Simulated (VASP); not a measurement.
# BeTe (F-43m) in VASP: further runs

The runs below take BeTe through single point, with r2SCAN0, HF, HSE06.

Everything below comes from runs of VASP 6.6.1. Logs are shortened: lines on timing, memory, paths and dates and some standing lists are left out, and cuts for length are marked.

## 1. The cell of the first run

It takes space group F-43m (No. 216, cubic). Conventional cell: a = 5.657 Å, b = 5.657 Å, c = 5.657 Å, α = 90.00°, β = 90.00°, γ = 90.00°. Within 3.2 Å of Be (site symmetry -43m) lie 4 Te at 2.45 Å. Te (site symmetry -43m) has 4 Be at 2.45 Å within 3.2 Å.

## 2. Single point, r2SCAN0

Contents of POSCAR:

```
BeTe
1.0
    0.0000000000      2.8286229065      2.8286229065
    2.8286229065      0.0000000000      2.8286229065
    2.8286229065      2.8286229065      0.0000000000
Be Te
1 1
Direct
    0.0000000000      0.0000000000      0.0000000000
    0.2500000000      0.2500000000      0.2500000000
```

Contents of INCAR.step1:

```
SYSTEM = BeTe
ALGO = Normal
EDIFF = 1E-5
ENCUT = 520
GGA = PE
ISIF = 2
ISMEAR = 0
LASPH = .TRUE.
LCHARG = .FALSE.
LREAL = .FALSE.
LWAVE = .TRUE.
NBANDS = 11
NELM = 100
PREC = Accurate
SIGMA = 0.01
```

Contents of INCAR.step2:

```
SYSTEM = BeTe
AEXX = 0.25
ALGO = Normal
EDIFF = 1E-6
ENCUT = 520
ISIF = 2
ISMEAR = 0
ISTART = 1
LASPH = .TRUE.
LCHARG = .FALSE.
LHFCALC = .TRUE.
LMIXTAU = .TRUE.
LREAL = .FALSE.
LWAVE = .FALSE.
METAGGA = R2SCAN
NBANDS = 11
NELM = 100
PREC = Accurate
PRECFOCK = Normal
SIGMA = 0.01
```

Contents of KPOINTS:

```
k-points
0
G
  6 6 6
  0 0 0
```

Potentials or basis: VASP PAW PBE potentials, release 64 (Be, Te).

The run is started by

```console
cat potpaw_PBE.64/Be/POTCAR potpaw_PBE.64/Te/POTCAR > POTCAR
cp INCAR.step1 INCAR
mpirun -np 1 vasp_std > vasp.out
cp INCAR.step2 INCAR
mpirun -np 1 vasp_std > vasp.out
```

OUTCAR:

```text
SYSTEM = BeTe
   AEXX = 0.25
   EDIFF = 1E-6
   ENCUT = 520
   ISIF = 2
   ISMEAR = 0
   ISTART = 1
   LASPH = .TRUE.
   LHFCALC = .TRUE.
   LREAL = .FALSE.
   METAGGA = R2SCAN
   NELM = 100
   PREC = Accurate
   PRECFOCK = Normal

 ion  position               nearest neighbor table
   1  0.000  0.000  0.000-   2 2.45   2 2.45   2 2.45   2 2.45
   2  0.250  0.250  0.250-   1 2.45   1 2.45   1 2.45   1 2.45

  LATTYP: Found a face centered cubic cell.
 ALAT       =     5.6572458130

  Lattice vectors:

 A1 = (   0.0000000000,   2.8286229065,   2.8286229065)
 A2 = (   2.8286229065,   0.0000000000,   2.8286229065)
 A3 = (   2.8286229065,   2.8286229065,   0.0000000000)

Analysis of symmetry for initial positions (statically):
=====================================================================
 Subroutine PRICEL returns:
 Original cell was already a primitive cell.

 Routine SETGRP: Setting up the symmetry group for a
 face centered cubic supercell.

 Subroutine GETGRP returns: Found 24 space group operations
 (whereof 24 operations were pure point group operations)
 out of a pool of 48 trial point group operations.

The static configuration has the point symmetry T_d .

Analysis of symmetry for dynamics (positions and initial velocities):
=====================================================================
 Subroutine PRICEL returns:
 Original cell was already a primitive cell.

 Routine SETGRP: Setting up the symmetry group for a
 face centered cubic supercell.

 Subroutine GETGRP returns: Found 24 space group operations
 (whereof 24 operations were pure point group operations)
 out of a pool of 48 trial point group operations.

The dynamic configuration has the point symmetry T_d .

 Subroutine INISYM returns: Found 24 space group operations
 (whereof 24 operations are pure point group operations),
 and found     1 'primitive' translations

----------------------------------------------------------------------------------------

                                     Primitive cell

  volume of cell :      45.2642

  direct lattice vectors                    reciprocal lattice vectors
     0.000000000  2.828622907  2.828622907    -0.176764460  0.176764460  0.176764460
     2.828622907  0.000000000  2.828622907     0.176764460 -0.176764460  0.176764460
     2.828622907  2.828622907  0.000000000     0.176764460  0.176764460 -0.176764460

  length of vectors
     4.000276877  4.000276877  4.000276877     0.306165025  0.306165025  0.306165025

  position of ions in fractional coordinates (direct lattice)
     0.000000000  0.000000000  0.000000000
     0.250000000  0.250000000  0.250000000

  ion indices of the primitive-cell ions
   primitive index   ion index
                 1           1
                 2           2

----------------------------------------------------------------------------------------

 KPOINTS: k-points

Automatic generation of k-mesh.
 Grid dimensions read from file:
 generate k-points for:    6    6    6

 Generating k-lattice:

  Cartesian coordinates                     Fractional coordinates (reciprocal lattice)
    -0.029460743  0.029460743  0.029460743     0.166666667  0.000000000  0.000000000
     0.029460743 -0.029460743  0.029460743     0.000000000  0.166666667  0.000000000
     0.029460743  0.029460743 -0.029460743     0.000000000  0.000000000  0.166666667

  Length of vectors
     0.051027504  0.051027504  0.051027504

  Shift w.r.t. Gamma in fractional coordinates (k-lattice)
     0.000000000  0.000000000  0.000000000

 Subroutine IBZKPT returns following result:
 ===========================================

 Found     16 irreducible k-points:

 Following reciprocal coordinates:
            Coordinates               Weight
  0.000000  0.000000  0.000000      1.000000
  0.166667  0.000000  0.000000      8.000000
  0.333333  0.000000  0.000000      8.000000
  0.500000  0.000000  0.000000      4.000000
  0.166667  0.166667  0.000000      6.000000
  0.333333  0.166667  0.000000     24.000000
[... 8 lines left out ...]
 -0.333333  0.333333  0.166667     24.000000
 -0.333333  0.500000  0.166667     12.000000
   k-points           NKPTS =     16   k-points in BZ     NKDIM =    216   number of bands    NBANDS=     11
   number of dos      NEDOS =    301   number of ions     NIONS =      2
   total plane-waves  NPLWV =  27000
   dimension x,y,z NGX =    30 NGY =   30 NGZ =   30
   dimension x,y,z NGXF=    60 NGYF=   60 NGZF=   60
   ions per type =               1   1
   NGX,Y,Z   is equivalent  to a cutoff of  12.47, 12.47, 12.47 a.u.
   NGXF,Y,Z  is equivalent  to a cutoff of  24.94, 24.94, 24.94 a.u.
 SYSTEM =  BeTe
   PREC   = accura    normal or accurate (medium, high low for compatibility)
   ISTART =      1    job   : 0-new  1-cont  2-samecut
   ICHARG =      0    charge: 1-file 2-atom 10-const
   ISPIN  =      1    spin polarized calculation?
   LNONCOLLINEAR =      F non collinear calculations
   LSORBIT =      F    spin-orbit coupling
   LASPH  =      T    aspherical Exc in radial PAW
   ENCUT  =  520.0 eV  38.22 Ry    6.18 a.u.   7.44  7.44  7.44*2*pi/ulx,y,z
   NELM   =    100;   NELMIN=  2; NELMDL=  0     # of ELM steps
   EDIFF  = 0.1E-05   stopping-criterion for ELM
   LREAL  =      F    real-space projection
   EDIFFG = 0.1E-04   stopping-criterion for IOM
   NSW    =      0    number of steps for IOM
   IBRION =     -1    ionic relax: 0-MD 1-quasi-New 2-CG
   NFREE  =      0    steps in history (QN), initial steepest desc. (CG)
   ISIF   =      2    stress and relaxation
   ISYM   =      3    0-nonsym 1-usesym 2-fastsym
   POTIM  = 0.5000    time-step for ionic-motion
   TEBEG  =    0.0;   TEEND  =   0.0 temperature during run
   PSTRESS=    0.0 pullay stress
   NELECT =       8.0000    total number of electrons
   NUPDOWN=      -1.0000    fix difference up-down
   EMIN   =  10.00;   EMAX   =-10.00  energy-range for DOS
   EFERMI =   0.00;   METHOD = LEGACY
   ISMEAR =     0;   SIGMA  =   0.01  broadening in eV -4-tet -1-fermi 0-gaus
   EFERMI_NEDOS =   21; number of points for ismear=-14 and -15
   IALGO  =     38    algorithm
   IMIX   =      1    mixing-type and parameters
     AMIX     =   0.40;   BMIX     =  1.00
     AMIX_MAG =   1.60;   BMIX_MAG =  1.00
  volume/ion in A,a.u.               =      22.63       152.73
  Fermi-wavevector in a.u.,A,eV,Ry     =   0.918727  1.736142 11.484122  0.844059
  Thomas-Fermi vector in A             =   2.043841
   LORBIT       =      0    0 simple, 1 ext, 2 COOP (PROOUT), +10 PAW based schemes
   METAGGA = R2SCAN    functional components
   LHFCALC =     T    Hartree Fock is set to
   PRECFOCK=normal    Normal, Fast or Accurate (Low or Medium for compatibility)
   ENCUT4O =  -1.0   cutoff for four orbital integrals eV
   NKREDX  =     1    reduce k-point grid by
   NKREDY  =     1    reduce k-point grid by
   NKREDZ  =     1    reduce k-point grid by
   AEXX    =    0.2500 exact exchange contribution
   HFSCREEN=    0.0000 screening length (either q_TF or 0.3 A-1)
   HFSCREENC=   0.0000 screening length for correlation (either q_TF or 0.3 A-1)
   ENCUTFOCK=  -1.0 apply spherical cutoff to Coloumb kernel
   IVDW    =     0    specifies the selected vdW correction
   LEPSILON=     F    determine dielectric tensor
   LRPA    =     F    only Hartree local field effects (RPA)
 non-spin polarized calculation
 Gauss-broadening in eV      SIGMA  =   0.01
  energy-cutoff  :      520.00
  volume of cell :       45.26
 maximum number of plane-waves:      1243
 NGX is ok and might be reduce to    30
  NGX = 24; NGY = 24; NGZ = 24

 number of electron       8.0000000 magnetization

 Free energy of the ion-electron system (eV)
  ---------------------------------------------------
  ext. energy  EPLUGINS =         0.00000000
  ---------------------------------------------------
  free energy    TOTEN  =       -26.70017293 eV

  energy without entropy =      -26.70017293  energy(sigma->0) =      -26.70017293

 E-fermi :   4.1138     XC(G=0):  -7.3869

 val. band max:        4.0392474992   @ k =   0.0000   0.0000   0.0000
 cond. band min:       7.5934894941   @ k =   0.5000   0.5000   0.0000
 fundamental gap:      3.5542419949
 Fermi energy:         4.1138093295

 k-point     1 :       0.0000    0.0000    0.0000
  band No.  band energies     occupation
      1      -9.7224      2.00000
      2       4.0392      2.00000
      3       4.0392      2.00000
      4       4.0392      2.00000
      5       9.4554      0.00000
      6       9.4554      0.00000
      7       9.4554      0.00000
      8       9.5963      0.00000
      9      14.5383      0.00000
     10      16.3406      0.00000
     11      16.3406      0.00000

 k-point     2 :       0.1667    0.0000    0.0000
  band No.  band energies     occupation
      1      -9.4283      2.00000
      2       1.8626      2.00000
      3       3.6376      2.00000
      4       3.6376      2.00000
      5       9.2566      0.00000
      6      10.0435      0.00000
      7      10.0435      0.00000
      8      11.7433      0.00000
      9      15.1590      0.00000
     10      15.1590      0.00000
     11      15.2104      0.00000

 k-point     3 :       0.3333    0.0000    0.0000
  band No.  band energies     occupation
      1      -8.6885      2.00000
      2      -0.9500      2.00000
      3       3.0355      2.00000
      4       3.0355      2.00000
      5       8.9267      0.00000
      6      10.5248      0.00000
      7      10.5248      0.00000
      8      13.9801      0.00000
      9      15.5603      0.00000
     10      15.7834      0.00000
     11      15.7834      0.00000
[... 155 lines left out ...]
 k-point    15 :      -0.3333    0.3333    0.1667
  band No.  band energies     occupation
      1      -7.7459      2.00000
      2      -1.4291      2.00000
      3       0.1678      2.00000
      4       1.4044      2.00000
      5      10.3218      0.00000
      6      10.5870      0.00000
      7      13.0985      0.00000
      8      13.3290      0.00000
      9      14.8697      0.00000
     10      18.3633      0.00000
     11      19.1606      0.00000

 k-point    16 :      -0.3333    0.5000    0.1667
  band No.  band energies     occupation
      1      -7.5811      2.00000
      2      -1.3873      2.00000
      3       0.2872      2.00000
      4       0.6548      2.00000
      5       9.4679      0.00000
      6      10.1029      0.00000
      7      13.5183      0.00000
      8      13.8294      0.00000
      9      17.4272      0.00000
     10      18.3038      0.00000
     11      19.3480      0.00000

------------------------ aborting loop because EDIFF is reached ----------------------------------------

  FORCE on cell =-STRESS in cart. coord.  units (eV):
  Direction    XX          YY          ZZ          XY          YZ          ZX
  --------------------------------------------------------------------------------------
  -------------------------------------------------------------------------------------
  Total       -0.2557887     -0.2557887     -0.2557887      0.0000000      0.0000000     -0.0000000
  in kB       -9.0539212     -9.0539212     -9.0539212      0.0000000      0.0000000     -0.0000000
  external PRESSURE =      -9.0539212 kB  Pullay stress =       0.0000000 kB

 VOLUME and BASIS-vectors are now :
 -----------------------------------------------------------------------------
  energy-cutoff  :      520.00
  volume of cell :       45.26
      direct lattice vectors                 reciprocal lattice vectors
     0.000000000  2.828622907  2.828622907    -0.176764460  0.176764460  0.176764460
     2.828622907  0.000000000  2.828622907     0.176764460 -0.176764460  0.176764460
     2.828622907  2.828622907  0.000000000     0.176764460  0.176764460 -0.176764460

 POSITION                                       TOTAL-FORCE (eV/Angst)
 -----------------------------------------------------------------------------------
      0.00000      0.00000      0.00000         0.000000      0.000000      0.000000
      1.41431      1.41431      1.41431        -0.000000     -0.000000     -0.000000
 -----------------------------------------------------------------------------------
    total drift:                                0.000000      0.000001      0.000000

  FREE ENERGIE OF THE ION-ELECTRON SYSTEM (eV)
  ---------------------------------------------------
  free  energy   TOTEN  =       -26.7001729329 eV

  energy  without entropy=      -26.7001729329  energy(sigma->0) =      -26.70017293
```

Wall time 11 min (1 thread of AMD EPYC 7R13 (Zen 3), shared host); peak memory 0.17 GiB.

What came out:

| Item | Value |
| --- | --- |
| Free energy | -26.7002 eV |
| Pressure | -0.9 GPa |
| Band gap on the k mesh | 3.55 eV (least direct gap 5.42 eV) |

Levels at points of the mesh, in eV from the valence-band top:
```csv
k point,band 2,band 3,band 4,band 5,band 6,band 7
"(0.00, 0.00, 0.00)",0.00,0.00,0.00,5.42,5.42,5.42
"(0.50, 0.00, 0.00)",-6.24,-1.25,-1.25,4.76,6.44,6.44
"(0.50, 0.50, 0.00)",-5.80,-2.93,-2.93,3.55,4.28,12.24
```

Caveat: the PAW data sets were made with another functional, which shifts forces and pressure a little; spin-orbit coupling is left out, which moves the levels of the heavy elements. A k mesh can miss the band edges.

## 3. Single point, HF

POSCAR is that of step 2.

Contents of INCAR.step1:

```
SYSTEM = BeTe
  ALGO = Normal
  EDIFF = 1E-5
  ENCUT = 520
  GGA = PE
  ISIF = 2
  ISMEAR = 0
  LASPH = .True.
  LCHARG = .False.
  LREAL = .False.
  LWAVE = .True.
  NBANDS = 11
  NELM = 80
  PREC = Accurate
  SIGMA = 0.01
```

Contents of INCAR.step2:

```
SYSTEM = BeTe
  AEXX = 1.0
  AGGAC = 0.0
  ALDAC = 0.0
  ALGO = Normal
  EDIFF = 1E-6
  ENCUT = 520
  GGA = PE
  ISIF = 2
  ISMEAR = 0
  ISTART = 1
  LASPH = .True.
  LCHARG = .False.
  LHFCALC = .True.
  LREAL = .False.
  LWAVE = .False.
  NBANDS = 11
  NELM = 80
  PREC = Accurate
  PRECFOCK = Normal
  SIGMA = 0.01
```

Contents of KPOINTS:

```
k-points
0
Gamma
  6 6 6
  0 0 0
```

Potentials or basis: VASP PAW PBE potentials, release 64 (Be, Te).

The run is started by

```console
cat potpaw_PBE.64/Be/POTCAR potpaw_PBE.64/Te/POTCAR > POTCAR
cp INCAR.step1 INCAR
mpirun -np 1 vasp_std > vasp.out
cp INCAR.step2 INCAR
mpirun -np 1 vasp_std > vasp.out
```

It took 19 min on 1 thread of AMD EPYC 7R13 (Zen 3), shared host; peak memory 0.17 GiB.

It converged, with:

```
Free energy            : -14.5587 eV
Pressure               : 1.0 GPa
Band gap on the k mesh : 8.06 eV (least direct gap 8.75 eV)
```

Levels at points of the mesh, in eV from the valence-band top:
| k point | band 1 | band 2 | band 3 | band 4 | band 5 | band 6 | band 7 | band 8 | band 9 |
| --- | --- | --- | --- | --- | --- | --- | --- | --- | --- |
| (0.00, 0.00, 0.00) | -16.33 | 0.00 | 0.00 | 0.00 | 8.75 | 10.63 | 10.63 | 10.63 | 16.14 |
| (0.50, 0.00, 0.00) | -14.38 | -7.51 | -1.43 | -1.43 | 8.94 | 11.70 | 11.70 | 15.48 | 17.11 |
| (0.50, 0.50, 0.00) | -13.65 | -7.05 | -3.43 | -3.43 | 8.06 | 9.16 | 16.58 | 18.63 | 18.63 |

Caveat: the PAW data sets were made with another functional, which shifts forces and pressure a little; spin-orbit coupling is left out, which moves the levels of the heavy elements.

## 4. Single point, HSE06, non-collinear spin, zero start, spin-orbit coupling

POSCAR is that of step 3.

Contents of INCAR.step1:

```
  PREC = Accurate
  ENCUT = 520
  EDIFF = 1E-5
  ISMEAR = 0
  SIGMA = 0.01
  LREAL = F
  LASPH = T
  NELM = 150
  ALGO = Normal
  ISIF = 2
  LWAVE = T
  LCHARG = F
  LNONCOLLINEAR = T
  MAGMOM = 0 0 0 0 0 0
  LORBIT = 11
  LSORBIT = T
  GGA_COMPAT = F
  LORBMOM = T
  NBANDS = 20
  GGA = PE
```

Contents of INCAR.step2:

```
  PREC = Accurate
  ENCUT = 520
  EDIFF = 1E-7
  ISMEAR = 0
  SIGMA = 0.01
  LREAL = F
  LASPH = T
  NELM = 150
  ALGO = Normal
  ISIF = 2
  LWAVE = F
  LCHARG = F
  LNONCOLLINEAR = T
  MAGMOM = 0 0 0 0 0 0
  LORBIT = 11
  LSORBIT = T
  GGA_COMPAT = F
  LORBMOM = T
  GGA = PE
  LHFCALC = T
  HFSCREEN = 0.2079
  PRECFOCK = Normal
  NBANDS = 20
  ISTART = 1
```

Contents of KPOINTS:

```
regular mesh
0
Gamma
  4 4 4
```

The run is started by

```console
cat potpaw_PBE.64/Be/POTCAR potpaw_PBE.64/Te/POTCAR > POTCAR
cp INCAR.step1 INCAR
mpirun -np 1 vasp_ncl > vasp.out
cp INCAR.step2 INCAR
mpirun -np 1 vasp_ncl > vasp.out
```

It took 18 min on 1 thread of AMD EPYC 7R13 (Zen 3), shared host; peak memory 0.36 GiB.

Results (log left out):

| Item | Value |
| --- | --- |
| Free energy | -8.7652 eV |
| Pressure | -0.5 GPa |
| Net moment | 0.00 μB per cell |
| Valence electrons inside the program's atomic spheres | Be 0.92; Te 3.64 |

Moments on the atoms (μB; x, y, z):
```
Be  0.00 0.00 0.00
Te  0.00 0.00 0.00
```

Caveat: the k points lie up to 0.48 Å⁻¹ apart; the PAW data sets were made with another functional, which shifts forces and pressure a little.

## 5. Summary

```csv
level,spin,k mesh,share of exact exchange,screening parameter,gap on the mesh (eV),pressure (GPa)
r2SCAN0,off,6 × 6 × 6,0.25,-,3.55,-0.9
HF,off,6 × 6 × 6,1,-,8.06,1.0
HSE06,"non-collinear, zero start, SOC",4 × 4 × 4,0.25,0.2079 1/Å,-,-0.5
```

Alike in all rows: task single point; potentials or basis VASP PAW PBE potentials, release 64 (Be, Te); cell as given; cutoff (eV) 520; smearing gaussian 0.01 eV.

Caveats: some runs use coarse meshes; the PAW data sets were made with another functional, which shifts forces and pressure a little; spin-orbit coupling is left out, which moves the levels of the heavy elements (at least some runs).

Total energies depend on the potentials used, so only differences within one code and one set of settings carry meaning.
